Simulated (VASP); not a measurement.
# BAs (Pm-3m) in VASP: a series of runs

The runs below take BAs through single point, relaxation of cell and atoms, with PBE.

All numbers are computed with VASP 6.6.1; they aren't measurements. Logs are shortened: lines on timing, memory, paths and dates and some standing lists are left out, and cuts for length are marked.

### Step 1. The cell of the first run

Symmetry: Pm-3m, No. 221, cubic system. Conventional cell: a = 2.947 Å, b = 2.947 Å, c = 2.947 Å, α = 90.00°, β = 90.00°, γ = 90.00°. Within 3.4 Å of B (site symmetry m-3m) lie 8 As at 2.55 Å and 6 B at 2.95 Å. As (site symmetry m-3m) has 8 B at 2.55 Å and 6 As at 2.95 Å within 3.4 Å.

### Step 2. Single point, PBE

Contents of INCAR:

```
PREC     = Accurate       # precision mode
ENCUT    = 520            # plane-wave cutoff, eV
EDIFF    = 1E-7           # SCF threshold, eV
ISMEAR   = 0              # smearing method
SIGMA    = 0.1            # smearing width, eV
LREAL    = F              # projectors in reciprocal space
LASPH    = T              # aspherical terms in the spheres
NELM     = 60             # most SCF steps
ALGO     = Normal         # electronic algorithm
ISIF     = 2              # what is computed and relaxed
LWAVE    = F              # write WAVECAR
LCHARG   = F              # write CHGCAR
GGA      = PE             # functional
NBANDS   = 11             # bands
```

Contents of KPOINTS:

```
regular mesh
0
Gamma
  6 6 6
```

Contents of POSCAR:

```
BAs
1.0
    2.9468965945      0.0000000000      0.0000000000
    0.0000000000      2.9468965945      0.0000000000
    0.0000000000      0.0000000000      2.9468965945
B As
1 1
Direct
    0.0000000000      0.0000000000      0.0000000000
    0.5000000000      0.5000000000      0.5000000000
```

Potentials or basis: VASP PAW PBE potentials, release 64 (B, As).

Started as:

```console
$ cat potpaw_PBE.64/B/POTCAR potpaw_PBE.64/As/POTCAR > POTCAR
$ mpirun -np 1 vasp_std > vasp.out
```

OUTCAR:

```text
PREC = Accurate
   ENCUT = 520
   EDIFF = 1E-7
   ISMEAR = 0
   LREAL = F
   LASPH = T
   NELM = 60
   ISIF = 2
   GGA = PE

 ion  position               nearest neighbor table
   1  0.000  0.000  0.000-
   2  0.500  0.500  0.500-

  LATTYP: Found a simple cubic cell.
 ALAT       =     2.9468965945

  Lattice vectors:

 A1 = (   2.9468965945,   0.0000000000,   0.0000000000)
 A2 = (   0.0000000000,   2.9468965945,   0.0000000000)
 A3 = (   0.0000000000,   0.0000000000,   2.9468965945)

Analysis of symmetry for initial positions (statically):
=====================================================================
 Subroutine PRICEL returns:
 Original cell was already a primitive cell.

 Routine SETGRP: Setting up the symmetry group for a
 simple cubic supercell.

 Subroutine GETGRP returns: Found 48 space group operations
 (whereof 48 operations were pure point group operations)
 out of a pool of 48 trial point group operations.

The static configuration has the point symmetry O_h .

Analysis of symmetry for dynamics (positions and initial velocities):
=====================================================================
 Subroutine PRICEL returns:
 Original cell was already a primitive cell.

 Routine SETGRP: Setting up the symmetry group for a
 simple cubic supercell.

 Subroutine GETGRP returns: Found 48 space group operations
 (whereof 48 operations were pure point group operations)
 out of a pool of 48 trial point group operations.

The dynamic configuration has the point symmetry O_h .

 Subroutine INISYM returns: Found 48 space group operations
 (whereof 48 operations are pure point group operations),
 and found     1 'primitive' translations

----------------------------------------------------------------------------------------

                                     Primitive cell

  volume of cell :      25.5914

  direct lattice vectors                    reciprocal lattice vectors
     2.946896595  0.000000000  0.000000000     0.339340037  0.000000000  0.000000000
     0.000000000  2.946896595  0.000000000     0.000000000  0.339340037  0.000000000
     0.000000000  0.000000000  2.946896595     0.000000000  0.000000000  0.339340037

  length of vectors
     2.946896595  2.946896595  2.946896595     0.339340037  0.339340037  0.339340037

  position of ions in fractional coordinates (direct lattice)
     0.000000000  0.000000000  0.000000000
     0.500000000  0.500000000  0.500000000

  ion indices of the primitive-cell ions
[... 78 lines left out ...]
   POTIM  = 0.5000    time-step for ionic-motion
   TEBEG  =    0.0;   TEEND  =   0.0 temperature during run
   PSTRESS=    0.0 pullay stress
   NELECT =       8.0000    total number of electrons
   NUPDOWN=      -1.0000    fix difference up-down
   EMIN   =  10.00;   EMAX   =-10.00  energy-range for DOS
   EFERMI =   0.00;   METHOD = LEGACY
   ISMEAR =     0;   SIGMA  =   0.10  broadening in eV -4-tet -1-fermi 0-gaus
   EFERMI_NEDOS =   21; number of points for ismear=-14 and -15
   IALGO  =     38    algorithm
   IMIX   =      4    mixing-type and parameters
     AMIX     =   0.40;   BMIX     =  1.00
     AMIX_MAG =   1.60;   BMIX_MAG =  1.00
  volume/ion in A,a.u.               =      12.80        86.35
  Fermi-wavevector in a.u.,A,eV,Ry     =   1.111066  2.099611 16.795958  1.234468
  Thomas-Fermi vector in A             =   2.247625
   LORBIT       =      0    0 simple, 1 ext, 2 COOP (PROOUT), +10 PAW based schemes
   GGA     = PE    functional components
   LHFCALC =     F    Hartree Fock is set to
   AEXX    =    0.0000 exact exchange contribution
   IVDW    =     0    specifies the selected vdW correction
   LEPSILON=     F    determine dielectric tensor
   LRPA    =     F    only Hartree local field effects (RPA)
 non-spin polarized calculation
 Gauss-broadening in eV      SIGMA  =   0.10
  energy-cutoff  :      520.00
  volume of cell :       25.59
 maximum number of plane-waves:       739
 NGX is ok and might be reduce to    24
   NGX = 11   NGY = 11   NGZ = 11

 number of electron       7.9999999 magnetization

 Free energy of the ion-electron system (eV)
  ---------------------------------------------------
  ext. energy  EPLUGINS =         0.00000000
  ---------------------------------------------------
  free energy    TOTEN  =        -8.38816174 eV

  energy without entropy =       -8.38111277  energy(sigma->0) =       -8.38463726

 E-fermi :   7.0896     XC(G=0): -11.3792

 val. band max:        7.0772548789   @ k =   0.1667   0.1667   0.0000
 cond. band min:       7.1194874583   @ k =   0.5000   0.5000   0.3333
 fundamental gap:      0.0422325793
 Fermi energy:         7.0895879044

 k-point     1 :       0.0000    0.0000    0.0000
  band No.  band energies     occupation
      1      -8.5884      2.00000
      2       6.1976      2.00000
      3       6.1976      2.00000
      4       6.1976      2.00000
      5       6.6684      2.00000
      6      12.6981      0.00000
      7      12.6981      0.00000
      8      16.2086      0.00000
      9      16.2086      0.00000
     10      16.2086      0.00000
     11      25.8058      0.00000
[... 253 lines left out ...]
 k-point    20 :       0.5000    0.5000    0.5000
  band No.  band energies     occupation
      1      -0.3159      2.00000
      2       4.0179      2.00000
      3       4.0179      2.00000
      4       4.0179      2.00000
      5       4.4262      2.00000
      6       5.1046      2.00000
      7       5.1046      2.00000
      8       5.1046      2.00000
      9      26.2586      0.00000
     10      26.2586      0.00000
     11      26.2586      0.00000

------------------------ aborting loop because EDIFF is reached ----------------------------------------

  FORCE on cell =-STRESS in cart. coord.  units (eV):
  Direction    XX          YY          ZZ          XY          YZ          ZX
  --------------------------------------------------------------------------------------
  -------------------------------------------------------------------------------------
  Total       -0.0079826     -0.0079826     -0.0079826      0.0000000      0.0000000     -0.0000000
  in kB       -0.4997613     -0.4997613     -0.4997613      0.0000000      0.0000000     -0.0000000
  external PRESSURE =      -0.4997613 kB  Pullay stress =       0.0000000 kB

 VOLUME and BASIS-vectors are now :
 -----------------------------------------------------------------------------
  energy-cutoff  :      520.00
  volume of cell :       25.59
      direct lattice vectors                 reciprocal lattice vectors
     2.946896595  0.000000000  0.000000000     0.339340037  0.000000000  0.000000000
     0.000000000  2.946896595  0.000000000     0.000000000  0.339340037  0.000000000
     0.000000000  0.000000000  2.946896595     0.000000000  0.000000000  0.339340037

 POSITION                                       TOTAL-FORCE (eV/Angst)
 -----------------------------------------------------------------------------------
      0.00000      0.00000      0.00000         0.000000      0.000000      0.000000
      1.47345      1.47345      1.47345         0.000000      0.000000      0.000000
 -----------------------------------------------------------------------------------
    total drift:                                0.000000     -0.000000     -0.000000

  FREE ENERGIE OF THE ION-ELECTRON SYSTEM (eV)
  ---------------------------------------------------
  free  energy   TOTEN  =        -8.3881617395 eV

  energy  without entropy=       -8.3811127744  energy(sigma->0) =       -8.38463726
```

OSZICAR:

```text
N       E                     dE             d eps       ncg     rms          rms(c)
DAV:   1     0.109297219475E+02    0.10930E+02   -0.37652E+03   440   0.644E+02
DAV:   2    -0.791088804141E+01   -0.18841E+02   -0.17993E+02   591   0.961E+01
DAV:   3    -0.849826820718E+01   -0.58738E+00   -0.57927E+00   531   0.147E+01
DAV:   4    -0.849959456369E+01   -0.13264E-02   -0.13263E-02   523   0.734E-01
DAV:   5    -0.849959527905E+01   -0.71536E-06   -0.71507E-06   500   0.200E-02    0.319E+00
DAV:   6    -0.839169485074E+01    0.10790E+00   -0.36483E-01   476   0.215E+00    0.172E+00
DAV:   7    -0.838876297302E+01    0.29319E-02   -0.33491E-02   497   0.901E-01    0.852E-01
DAV:   8    -0.838822887890E+01    0.53409E-03   -0.27054E-03   488   0.326E-01    0.477E-02
DAV:   9    -0.838816091297E+01    0.67966E-04   -0.45785E-04   482   0.834E-02    0.215E-02
DAV:  10    -0.838816180331E+01   -0.89034E-06   -0.21830E-05   503   0.303E-02    0.136E-03
DAV:  11    -0.838816173953E+01    0.63777E-07   -0.46603E-07   507   0.457E-03
   1 F= -.83881617E+01 E0= -.83846373E+01  d E =-.704897E-02
```

Wall time 3.6 s (1 thread of AMD EPYC 9R45 (Zen 5), shared host); peak memory 0.11 GiB.

Results:

* Free energy: -8.3882 eV
* Pressure: 0.0 GPa
* Band gap on the k mesh: zero (band 4 reaches 9.84 eV, above the bottom of band 5 at 4.43 eV)

Levels at points of the mesh, in eV from the Fermi level:
| k point | band 2 | band 3 | band 4 | band 5 | band 6 | band 7 |
| --- | --- | --- | --- | --- | --- | --- |
| (0.00, 0.00, 0.00) | -0.89 | -0.89 | -0.89 | -0.42 | 5.61 | 5.61 |
| (0.50, 0.00, 0.00) | -10.00 | 2.75 | 2.75 | 3.15 | 3.15 | 3.26 |
| (0.50, 0.50, 0.00) | -6.76 | -6.76 | -5.51 | 4.01 | 4.99 | 7.02 |
| (0.50, 0.50, 0.50) | -3.07 | -3.07 | -3.07 | -2.66 | -1.98 | -1.98 |

### Step 3. Single point, PBE

This run uses another cell than the first one, of 16.31 Å³/atom, 1.274 times its volume.

Contents of INCAR:

```
ALGO = Normal
EDIFF = 1E-6
ENCUT = 520
GGA = PE
ISIF = 2
ISMEAR = 0
LASPH = T
LCHARG = F
LREAL = F
LWAVE = F
NBANDS = 11
NELM = 80
PREC = Accurate
SIGMA = 0.1
```

Contents of KPOINTS:

```
k-points
0
Gamma
  6 6 6
```

Contents of POSCAR:

```
BAs
1.0
    3.1950492200      0.0000000000      0.0000000000
    0.0000000000      3.1950492200      0.0000000000
    0.0000000000      0.0000000000      3.1950492200
B As
1 1
Direct
    0.0000000000      0.0000000000      0.0000000000
    0.5000000000      0.5000000000      0.5000000000
```

Potentials or basis: VASP PAW PBE potentials, release 64 (B, As).

Started as:

```console
$ cat potpaw_PBE.64/B/POTCAR potpaw_PBE.64/As/POTCAR > POTCAR
$ mpirun -np 1 vasp_std > vasp.out
```

It took 3.5 s on 1 thread of AMD EPYC 9R45 (Zen 5), shared host; peak memory 0.1 GiB.

The run converged. Its results:

```yaml
Free_energy: -7.9661 eV
Pressure: -15.6 GPa
Band_gap_on_the_k_mesh: zero (band 4 reaches 6.87 eV, above the bottom of band 5 at 2.23 eV)
```

Levels at points of the mesh, in eV from the Fermi level:
```csv
k point,band 1,band 2,band 3,band 4,band 5,band 6,band 7,band 8
"(0.00, 0.00, 0.00)",-13.48,-2.02,-0.47,-0.47,-0.47,5.99,5.99,7.09
"(0.50, 0.00, 0.00)",-11.40,-8.14,2.20,2.42,2.42,2.73,2.73,2.84
"(0.50, 0.50, 0.00)",-9.58,-5.08,-5.08,-4.83,3.61,3.66,5.81,5.81
"(0.50, 0.50, 0.50)",-8.10,-2.92,-2.21,-2.21,-2.21,-0.92,-0.92,-0.92
```

### Step 4. Relaxation of cell and atoms, PBE

This run uses another cell than the first one, of 16.31 Å³/atom, 1.274 times its volume.

Contents of INCAR:

```
SYSTEM = BAs
ALGO = Normal
EDIFF = 1E-6
EDIFFG = -0.04
ENCUT = 600
GGA = PE
IBRION = 2
ISIF = 3
ISMEAR = 0
LASPH = .True.
LCHARG = .False.
LREAL = .False.
LWAVE = .False.
NELM = 60
NSW = 90
PREC = Accurate
SIGMA = 0.1
```

Contents of KPOINTS:

```
k-points
0
Gamma
  6 6 6
  0 0 0
```

POSCAR is that of step 3.

Started as:

```console
$ cat potpaw_PBE.64/B/POTCAR potpaw_PBE.64/As/POTCAR > POTCAR
$ mpirun -np 1 vasp_std > vasp.out
```

It took 7.1 s on 1 thread of AMD EPYC 9R45 (Zen 5), shared host; peak memory 0.13 GiB.

The run converged. Its results:

```
Free energy                            : -8.3892 eV
Relaxed volume                         : 12.84 Å³/atom
Relaxed cell                           : a = 2.950 Å, b = 2.950 Å, c = 2.950 Å, α = 90.00°, β = 90.00°, γ = 90.00°
Space group after relaxing (to 0.05 Å) : Pm-3m (No. 221)
Energy gained by relaxing              : 211.5 meV/atom
Ionic steps                            : 2
Pressure after relaxing                : -0.4 GPa
```

The path:
```tsv
step	energy change (eV)	largest force (eV/Å)	pressure (GPa)	volume (Å³)
1	0.0000	0.0000	-15.59	32.62
2	-0.4230	0.0000	-0.43	25.68
```

Final structure:
```cif
data_structure
_symmetry_space_group_name_H-M 'P 1'
_symmetry_Int_Tables_number 1
_cell_length_a 2.9504
_cell_length_b 2.9504
_cell_length_c 2.9504
_cell_angle_alpha 90.000
_cell_angle_beta 90.000
_cell_angle_gamma 90.000
_cell_volume 25.68
loop_
_atom_site_label
_atom_site_type_symbol
_atom_site_fract_x
_atom_site_fract_y
_atom_site_fract_z
_atom_site_occupancy
B1 B 0.00000 0.00000 0.00000 1
As1 As 0.50000 0.50000 0.50000 1
```

Levels at points of the mesh, in eV from the Fermi level:
| k point | band 1 | band 2 | band 3 | band 4 | band 5 | band 6 | band 7 | band 8 |
| --- | --- | --- | --- | --- | --- | --- | --- | --- |
| (0.00, 0.00, 0.00) | -15.64 | -0.89 | -0.89 | -0.89 | -0.45 | 5.61 | 5.61 | 9.08 |
| (0.50, 0.00, 0.00) | -12.75 | -9.97 | 2.74 | 2.74 | 3.13 | 3.13 | 3.23 | 4.36 |
| (0.50, 0.50, 0.00) | -9.87 | -6.74 | -6.74 | -5.50 | 4.00 | 4.96 | 7.00 | 7.00 |
| (0.50, 0.50, 0.50) | -7.42 | -3.06 | -3.06 | -3.06 | -2.67 | -1.97 | -1.97 | -1.97 |

Caveat: the volume moved by over 15 % at a fixed basis, so the end points are rough; the bands computed are all filled at some k points, so no gap is given.

### Step 5. Summary

```tsv
task	cell	cutoff (eV)	gap on the mesh (eV)	pressure (GPa)
single point	a = 2.947 Å, 2 atoms	520	none	0.0
single point	a = 3.195 Å, 2 atoms	520	none	-15.6
relaxation of cell and atoms	relaxed from a = 3.195 Å, 2 atoms	600	-	-0.4
```

Alike in all rows: level PBE; potentials or basis VASP PAW PBE potentials, release 64 (B, As); no spin polarisation; k mesh 6 × 6 × 6; smearing gaussian 0.1 eV.

Caveats: the volume moved by over 15 % at a fixed basis, so the end points are rough (some runs); the bands computed are all filled at some k points, so no gap is given (some runs).

Absolute energies hang on the potentials; compare differences alone.
